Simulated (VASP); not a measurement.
A run of VASP 6.6.1 is set up as follows.

POSCAR

```
BaS
1.0
    0.0000000000      3.2117958750      3.2117958750
    3.2117958750      0.0000000000      3.2117958750
    3.2117958750      3.2117958750      0.0000000000
Ba S
1 1
Direct
    0.0000000000      0.0000000000      0.0000000000
    0.5000000000      0.5000000000      0.5000000000
```

Contents of INCAR.step1:

```
SYSTEM = BaS
ALGO = Normal
EDIFF = 1E-4
ENCUT = 520
GGA = PE
ISMEAR = -1
LASPH = .TRUE.
LCHARG = .FALSE.
LREAL = .FALSE.
LWAVE = .TRUE.
NBANDS = 15
NELM = 80
PREC = Accurate
SIGMA = 0.02
```

File INCAR.step2:

```
SYSTEM = BaS
ALGO = Normal
EDIFF = 1E-7
ENCUT = 520
ISIF = 2
ISMEAR = -1
ISTART = 1
LASPH = .TRUE.
LCHARG = .TRUE.
LELF = .TRUE.
LMIXTAU = .TRUE.
LREAL = .FALSE.
LVHAR = .TRUE.
LWAVE = .FALSE.
METAGGA = R2SCAN
NBANDS = 15
NELM = 80
PREC = Accurate
SIGMA = 0.02
```

KPOINTS

```
k-points
0
G
  6 6 6
  0 0 0
```

Potentials or basis: VASP PAW PBE potentials, release 64 (Ba_sv, S).

Launch:

```sh
$ cat potpaw_PBE.64/Ba_sv/POTCAR potpaw_PBE.64/S/POTCAR > POTCAR
$ cp INCAR.step1 INCAR
$ mpirun -np 1 vasp_std > vasp.out
$ cp INCAR.step2 INCAR
$ mpirun -np 1 vasp_std > vasp.out
```

Task: What does it give for the pressure?

Result: 0.6 GPa.

Task: Estimate the band gap on the k mesh.

Result: 2.49 eV (least direct gap 2.63 eV).

Caveat: the PAW data sets were made with another functional, which shifts forces and pressure a little; spin-orbit coupling is left out, which moves the levels of the heavy elements. A k mesh can miss the band edges.
